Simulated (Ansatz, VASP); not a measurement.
## GaAs in VASP and in Ansatz

```
CELL_PARAMETERS angstrom
4.00100 0.00000 0.00000
-2.00050 3.46497 0.00000
0.00000 0.00000 25.61712
ATOMIC_POSITIONS crystal
As 0.00000 0.00000 0.29277
As 0.33333 0.66667 0.42030
As 0.66667 0.33333 0.54782
As 0.00000 0.00000 0.67535
Ga 0.33333 0.66667 0.32465
Ga 0.66667 0.33333 0.45218
Ga 0.00000 0.00000 0.57970
Ga 0.33333 0.66667 0.70723
```

Alike in both runs: task single point; functional PBEsol; k mesh 9 × 9 × 1; occupations gaussian, width 0.05 eV; no spin polarisation.

```csv
,VASP,Ansatz
version,VASP 6.6.1,Ansatz 0.2.0
potentials or method,"VASP PAW PBE potentials, release 64 (As, Ga_d), cutoff 520 eV","scalar-relativistic, plane waves, PAW"
valence electrons in the cell,72,112
```

```tsv
	VASP	Ansatz	Ansatz less VASP
gap on the k mesh at the Fermi level (eV)	none	none	-
rms of the force components (eV/Å)	0.222	0.223	+0.0008
```

VASP's potentials were made for PBE, not for PBEsol. A gap of «none» marks a metal or a gap that the smearing closes. VASP's potentials hold 72 valence electrons a cell and Ansatz's 112, so a difference there can come from the potentials and not from the codes. Ansatz's warnings: xc potential rough in thin density.
